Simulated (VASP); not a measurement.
# VI (Pm-3m) in VASP: further runs, part 2 of 3

VASP 6.6.1. The steps go on from the part before.

## (4) Single point, r2SCAN, collinear spin, ferromagnetic start

This run uses another cell than the first one, of 28.44 Å³/atom.

Input file POSCAR:

```
VI
1.0
    3.8459713320      0.0000000000      0.0000000000
    0.0000000000      3.8459713320      0.0000000000
    0.0000000000      0.0000000000      3.8459713320
V I
1 1
Direct
    0.0000000000      0.0000000000      0.0000000000
    0.5000000000      0.5000000000      0.5000000000
```

Input file INCAR.step1:

```
ALGO = Normal
EDIFF = 1E-4
ENCUT = 520
GGA = PE
ISMEAR = 0
ISPIN = 2
LASPH = T
LCHARG = F
LMAXMIX = 4
LREAL = F
LWAVE = T
MAGMOM = 2 0
NBANDS = 21
NELM = 150
PREC = Accurate
SIGMA = 0.1
```

Input file INCAR.step2:

```
ALGO = Normal
EDIFF = 1E-6
ENCUT = 520
ISIF = 2
ISMEAR = 0
ISPIN = 2
ISTART = 1
LASPH = T
LCHARG = T
LELF = T
LMAXMIX = 4
LMIXTAU = T
LORBIT = 11
LREAL = F
LVHAR = T
LWAVE = F
MAGMOM = 2 0
METAGGA = R2SCAN
NBANDS = 21
NELM = 150
PREC = Accurate
SIGMA = 0.1
```

Input file KPOINTS:

```
k-points
0
Gamma
  6 6 6
```

Launch:

```bash
> cat potpaw_PBE.64/V_sv/POTCAR potpaw_PBE.64/I/POTCAR > POTCAR
> cp INCAR.step1 INCAR
> mpirun -np 1 vasp_std > vasp.out
> cp INCAR.step2 INCAR
> mpirun -np 1 vasp_std > vasp.out
```

It took 5.9 min on 1 thread of Oxide Virtual Turin-like, shared host; peak memory 0.18 GiB.

Results (log left out):

| Quantity | Value |
| --- | --- |
| Free energy | -37.7215 eV |
| Pressure | -4.4 GPa |
| Band gap on the k mesh | zero (filled and empty bands overlap) |
| Net moment | 4.00 μB per cell |
| Site moments | V +3.23; I -0.06 μB |
| Valence electrons inside the program's atomic spheres | V 11.34; I 4.32 |

Levels at points of the mesh, in eV from the Fermi level:
Spin up:
```
           k point  band 8  band 9  band 10  band 11  band 12  band 13  band 14  band 15  band 16  band 17
(0.00, 0.00, 0.00)   -3.44   -1.77    -1.77    -1.14    -0.17    -0.17    -0.17     5.09     5.09     9.30
(0.50, 0.00, 0.00)   -3.41   -1.47    -0.29    -0.11     0.57     0.57     1.91     3.55     4.89     5.20
(0.50, 0.50, 0.00)   -2.45   -2.26    -0.59    -0.59    -0.51    -0.19     0.55     5.68     5.68     6.57
(0.50, 0.50, 0.50)   -5.64   -0.17    -0.17     0.66     0.66     0.66     0.72     0.72     0.72     2.80
```
Spin down:
```tsv
k point	band 5	band 6	band 7	band 8	band 9	band 10	band 11	band 12
(0.00, 0.00, 0.00)	-15.42	-3.38	-3.38	-3.38	0.99	1.41	1.41	3.45
(0.50, 0.00, 0.00)	-14.91	-6.67	-3.12	-3.12	2.39	3.28	3.60	3.92
(0.50, 0.50, 0.00)	-14.48	-5.83	-5.83	-2.51	0.17	2.60	2.68	2.68
(0.50, 0.50, 0.50)	-14.03	-5.43	-5.43	-5.43	2.05	2.05	2.05	4.19
```

Caveat: the cell stands under tension; the PAW data sets were made with another functional, which shifts forces and pressure a little; spin-orbit coupling is left out, which moves the levels of the heavy elements; semilocal functionals often make such compounds metallic where correlation or magnetic order opens a gap, which also shifts bond lengths.

## (5) Relaxation of cell and atoms, r2SCAN, collinear spin, ferromagnetic start

This run uses another cell than the first one, of 28.44 Å³/atom.

POSCAR is that of step 4.

Input file INCAR.step1:

```
SYSTEM = VI
ALGO = Normal
EDIFF = 1E-4
ENCUT = 600
GGA = PE
ISMEAR = 0
ISPIN = 2
LASPH = .TRUE.
LCHARG = .FALSE.
LMAXMIX = 4
LREAL = .FALSE.
LWAVE = .TRUE.
MAGMOM = 3.9 0
NELM = 150
PREC = Accurate
SIGMA = 0.1
```

Input file INCAR.step2:

```
SYSTEM = VI
ALGO = Normal
EDIFF = 1E-6
EDIFFG = -0.04
ENCUT = 600
IBRION = 2
ISIF = 3
ISMEAR = 0
ISPIN = 2
ISTART = 1
LASPH = .TRUE.
LCHARG = .FALSE.
LMAXMIX = 4
LMIXTAU = .TRUE.
LORBIT = 11
LREAL = .FALSE.
LWAVE = .FALSE.
MAGMOM = 3.9 0
METAGGA = R2SCAN
NELM = 150
NSW = 90
PREC = Accurate
SIGMA = 0.1
```

Input file KPOINTS:

```
k-points
0
G
  4 4 4
  0 0 0
```

Potentials or basis: VASP PAW PBE potentials, release 64 (V_sv, I).

Launch:

```bash
> cat potpaw_PBE.64/V_sv/POTCAR potpaw_PBE.64/I/POTCAR > POTCAR
> cp INCAR.step1 INCAR
> mpirun -np 1 vasp_std > vasp.out
> cp INCAR.step2 INCAR
> mpirun -np 1 vasp_std > vasp.out
```

OUTCAR:

```text
SYSTEM = VI
   EDIFF = 1E-6
   EDIFFG = -0.04
   ENCUT = 600
   IBRION = 2
   ISIF = 3
   ISMEAR = 0
   ISPIN = 2
   ISTART = 1
   LASPH = .TRUE.
   LORBIT = 11
   LREAL = .FALSE.
   METAGGA = R2SCAN
   NELM = 150
   NSW = 90
   PREC = Accurate

 ion  position               nearest neighbor table
   1  0.000  0.000  0.000-
   2  0.500  0.500  0.500-

  LATTYP: Found a simple cubic cell.
 ALAT       =     3.8459713320

  Lattice vectors:

 A1 = (   3.8459713320,   0.0000000000,   0.0000000000)
 A2 = (   0.0000000000,   3.8459713320,   0.0000000000)
 A3 = (   0.0000000000,   0.0000000000,   3.8459713320)

Analysis of symmetry for initial positions (statically):
=====================================================================
 Subroutine PRICEL returns:
 Original cell was already a primitive cell.

 Routine SETGRP: Setting up the symmetry group for a
 simple cubic supercell.

 Subroutine GETGRP returns: Found 48 space group operations
 (whereof 48 operations were pure point group operations)
 out of a pool of 48 trial point group operations.

The static configuration has the point symmetry O_h .

Analysis of symmetry for dynamics (positions and initial velocities):
=====================================================================
 Subroutine PRICEL returns:
 Original cell was already a primitive cell.

 Routine SETGRP: Setting up the symmetry group for a
 simple cubic supercell.

 Subroutine GETGRP returns: Found 48 space group operations
 (whereof 48 operations were pure point group operations)
 out of a pool of 48 trial point group operations.

The dynamic configuration has the point symmetry O_h .

Analysis of structural, dynamic, and magnetic symmetry:
=====================================================================
 Subroutine PRICEL returns:
 Original cell was already a primitive cell.

 Routine SETGRP: Setting up the symmetry group for a
 simple cubic supercell.

 Subroutine GETGRP returns: Found 48 space group operations
 (whereof 48 operations were pure point group operations)
 out of a pool of 48 trial point group operations.

The overall configuration has the point symmetry O_h .

 Subroutine INISYM returns: Found 48 space group operations
 (whereof 48 operations are pure point group operations),
 and found     1 'primitive' translations

----------------------------------------------------------------------------------------

                                     Primitive cell

  volume of cell :      56.8877

  direct lattice vectors                    reciprocal lattice vectors
     3.845971332  0.000000000  0.000000000     0.260012339  0.000000000  0.000000000
     0.000000000  3.845971332  0.000000000     0.000000000  0.260012339  0.000000000
     0.000000000  0.000000000  3.845971332     0.000000000  0.000000000  0.260012339

  length of vectors
     3.845971332  3.845971332  3.845971332     0.260012339  0.260012339  0.260012339

  position of ions in fractional coordinates (direct lattice)
     0.000000000  0.000000000  0.000000000
     0.500000000  0.500000000  0.500000000

  ion indices of the primitive-cell ions
   primitive index   ion index
                 1           1
                 2           2

----------------------------------------------------------------------------------------

[... 26 lines left out ...]
  0.000000  0.000000  0.000000      1.000000
  0.250000  0.000000  0.000000      6.000000
  0.500000  0.000000  0.000000      3.000000
  0.250000  0.250000  0.000000     12.000000
  0.500000  0.250000  0.000000     12.000000
  0.500000  0.500000  0.000000      3.000000
  0.250000  0.250000  0.250000      8.000000
  0.500000  0.250000  0.250000     12.000000
  0.500000  0.500000  0.250000      6.000000
  0.500000  0.500000  0.500000      1.000000
   k-points           NKPTS =     10   k-points in BZ     NKDIM =     10   number of bands    NBANDS=     16
   number of dos      NEDOS =    301   number of ions     NIONS =      2
   total plane-waves  NPLWV =  32768
   dimension x,y,z NGX =    32 NGY =   32 NGZ =   32
   dimension x,y,z NGXF=    64 NGYF=   64 NGZF=   64
   ions per type =               1   1
   NGX,Y,Z   is equivalent  to a cutoff of  13.83, 13.83, 13.83 a.u.
   NGXF,Y,Z  is equivalent  to a cutoff of  27.66, 27.66, 27.66 a.u.
 SYSTEM =  VI
   PREC   = accura    normal or accurate (medium, high low for compatibility)
   ISTART =      1    job   : 0-new  1-cont  2-samecut
   ICHARG =      0    charge: 1-file 2-atom 10-const
   ISPIN  =      2    spin polarized calculation?
   LNONCOLLINEAR =      F non collinear calculations
   LSORBIT =      F    spin-orbit coupling
   LASPH  =      T    aspherical Exc in radial PAW
   ENCUT  =  600.0 eV  44.10 Ry    6.64 a.u.   7.68  7.68  7.68*2*pi/ulx,y,z
   NELM   =    150;   NELMIN=  2; NELMDL=  0     # of ELM steps
   EDIFF  = 0.1E-05   stopping-criterion for ELM
   LREAL  =      F    real-space projection
   EDIFFG = -.4E-01   stopping-criterion for IOM
   NSW    =     90    number of steps for IOM
   IBRION =      2    ionic relax: 0-MD 1-quasi-New 2-CG
   NFREE  =      1    steps in history (QN), initial steepest desc. (CG)
   ISIF   =      3    stress and relaxation
   ISYM   =      2    0-nonsym 1-usesym 2-fastsym
   POTIM  = 0.5000    time-step for ionic-motion
   TEBEG  =    0.0;   TEEND  =   0.0 temperature during run
   PSTRESS=    0.0 pullay stress
   NELECT =      20.0000    total number of electrons
   NUPDOWN=      -1.0000    fix difference up-down
   EMIN   =  10.00;   EMAX   =-10.00  energy-range for DOS
   EFERMI =   0.00;   METHOD = LEGACY
   ISMEAR =     0;   SIGMA  =   0.10  broadening in eV -4-tet -1-fermi 0-gaus
   EFERMI_NEDOS =   21; number of points for ismear=-14 and -15
   IALGO  =     38    algorithm
   IMIX   =      4    mixing-type and parameters
     AMIX     =   0.40;   BMIX     =  1.00
     AMIX_MAG =   1.60;   BMIX_MAG =  1.00
  volume/ion in A,a.u.               =      28.44       191.95
  Fermi-wavevector in a.u.,A,eV,Ry     =   1.155435  2.183455 18.164181  1.335030
  Thomas-Fermi vector in A             =   2.292063
   LORBIT       =     11    0 simple, 1 ext, 2 COOP (PROOUT), +10 PAW based schemes
   METAGGA = R2SCAN    functional components
   LHFCALC =     F    Hartree Fock is set to
   AEXX    =    0.0000 exact exchange contribution
   IVDW    =     0    specifies the selected vdW correction
   LEPSILON=     F    determine dielectric tensor
   LRPA    =     F    only Hartree local field effects (RPA)
 conjugate gradient relaxation of ions
 spin polarized calculation
 Gauss-broadening in eV      SIGMA  =   0.10
  energy-cutoff  :      600.00
  volume of cell :       56.89
 maximum number of plane-waves:      1935
 NGX is ok and might be reduce to    32
   NGX = 15   NGY = 15   NGZ = 15

--------------------------------------- Ionic step        1  -------------------------------------------

 number of electron      19.9999998 magnetization       3.9852555

 Free energy of the ion-electron system (eV)
  ---------------------------------------------------
  ext. energy  EPLUGINS =         0.00000000
  ---------------------------------------------------
  free energy    TOTEN  =       -37.69406236 eV

  energy without entropy =      -37.67708928  energy(sigma->0) =      -37.68557582

 E-fermi :   6.6876     XC(G=0):  -9.8994

 val. band max:        6.5006021173   @ k =   0.5000   0.0000   0.0000
 cond. band min:       6.6982609853   @ k =   0.5000   0.2500   0.0000
 fundamental gap:      0.1976588680
 Fermi energy:         6.6876218333

 spin component 1

 k-point     1 :       0.0000    0.0000    0.0000
  band No.  band energies     occupation
      1     -60.8625      1.00000
      2     -33.7143      1.00000
      3     -33.7143      1.00000
      4     -33.7143      1.00000
      5      -8.7859      1.00000
      6       3.1700      1.00000
[... 443 lines left out ...]
--------------------------------------- Ionic step        3  -------------------------------------------

 number of electron      20.0000008 magnetization       3.9061327

 Free energy of the ion-electron system (eV)
  ---------------------------------------------------
  ext. energy  EPLUGINS =         0.00000000
  ---------------------------------------------------
  free energy    TOTEN  =       -37.80278919 eV

  energy without entropy =      -37.78809084  energy(sigma->0) =      -37.79544002

 E-fermi :   8.2216     XC(G=0): -10.5705

 val. band max:        7.9938186948   @ k =   0.5000   0.2500   0.2500
 cond. band min:       8.2545442250   @ k =   0.2500   0.2500   0.2500
 fundamental gap:      0.2607255302
 Fermi energy:         8.2216063565

 spin component 1

 k-point     1 :       0.0000    0.0000    0.0000
  band No.  band energies     occupation
      1     -59.4570      1.00000
      2     -32.3058      1.00000
      3     -32.3058      1.00000
      4     -32.3058      1.00000
      5      -8.0179      1.00000
      6       4.4894      1.00000
[... 401 lines left out ...]
  FREE ENERGIE OF THE ION-ELECTRON SYSTEM (eV)
  ---------------------------------------------------
  free  energy   TOTEN  =       -37.8027891902 eV

  energy  without entropy=      -37.7880908426  energy(sigma->0) =      -37.79544002

 reached required accuracy - stopping structural energy minimisation

 total charge

# of ion       s       p       d       tot
------------------------------------------
    1        2.114   6.031   3.236  11.381
    2        1.526   2.771   0.059   4.356
--------------------------------------------------
tot          3.640   8.802   3.294  15.737

 magnetization (x)

# of ion       s       p       d       tot
------------------------------------------
    1        0.057   0.028   3.103   3.189
    2        0.023  -0.124   0.039  -0.061
--------------------------------------------------
tot          0.080  -0.095   3.143   3.128
```

It took 6.2 min on 1 thread of Oxide Virtual Turin-like, shared host; peak memory 0.21 GiB.

Results:

```
Free energy                                           : -37.8028 eV
Relaxed volume                                        : 24.95 Å³/atom
Relaxed cell                                          : a = 3.682 Å, b = 3.682 Å, c = 3.682 Å, α = 90.00°, β = 90.00°, γ = 90.00°
Space group after relaxing (to 0.1 Å)                 : Pm-3m (No. 221)
Energy gained by relaxing                             : 54.4 meV/atom
Ionic steps                                           : 3
Pressure after relaxing                               : -0.1 GPa
Net moment                                            : 3.91 μB per cell
Site moments                                          : V +3.19; I -0.06 μB
Valence electrons inside the program's atomic spheres : V 11.38; I 4.36
```

The path:
| step | energy change (eV) | largest force (eV/Å) | pressure (GPa) | volume (Å³) |
| --- | --- | --- | --- | --- |
| 1 | 0.0000 | 0.0000 | -4.09 | 56.89 |
| 2 | -0.1043 | 0.0000 | -1.16 | 51.12 |
| 3 | -0.1087 | 0.0000 | -0.05 | 49.90 |

Final structure:
```cif
data_structure
_symmetry_space_group_name_H-M 'P 1'
_symmetry_Int_Tables_number 1
_cell_length_a 3.6816
_cell_length_b 3.6816
_cell_length_c 3.6816
_cell_angle_alpha 90.000
_cell_angle_beta 90.000
_cell_angle_gamma 90.000
_cell_volume 49.90
loop_
_atom_site_label
_atom_site_type_symbol
_atom_site_fract_x
_atom_site_fract_y
_atom_site_fract_z
_atom_site_occupancy
V1 V 0.00000 0.00000 0.00000 1
I1 I 0.50000 0.50000 0.50000 1
```

Levels at points of the mesh, in eV from the Fermi level:
Spin up:
```tsv
k point	band 10	band 11	band 12	band 13	band 14	band 15
(0.00, 0.00, 0.00)	-2.29	-0.79	-0.38	-0.38	-0.38	5.04
(0.50, 0.00, 0.00)	-0.39	-0.30	0.68	0.68	2.11	4.29
(0.50, 0.50, 0.00)	-0.92	-0.92	-0.69	-0.28	0.57	6.10
(0.50, 0.50, 0.50)	-0.25	0.24	0.24	0.24	0.81	0.81
```
Spin down:
| k point | band 6 | band 7 | band 8 | band 9 | band 10 | band 11 |
| --- | --- | --- | --- | --- | --- | --- |
| (0.00, 0.00, 0.00) | -3.65 | -3.65 | -3.65 | 0.76 | 0.76 | 1.35 |
| (0.50, 0.00, 0.00) | -7.62 | -3.39 | -3.39 | 1.88 | 3.33 | 3.52 |
| (0.50, 0.50, 0.00) | -6.61 | -6.61 | -2.55 | -0.40 | 2.24 | 2.24 |
| (0.50, 0.50, 0.50) | -6.20 | -6.20 | -6.20 | 1.65 | 1.65 | 1.65 |

Caveat: the k points lie up to 0.43 Å⁻¹ apart in the final cell; the PAW data sets were made with another functional, which shifts forces and pressure a little; spin-orbit coupling is left out, which moves the levels of the heavy elements; semilocal functionals often make such compounds metallic where correlation or magnetic order opens a gap, which also shifts bond lengths.

(Continued in part 3 of 3.)

The gap in the log of VASP goes by the Fermi energy; the results here count the filled bands.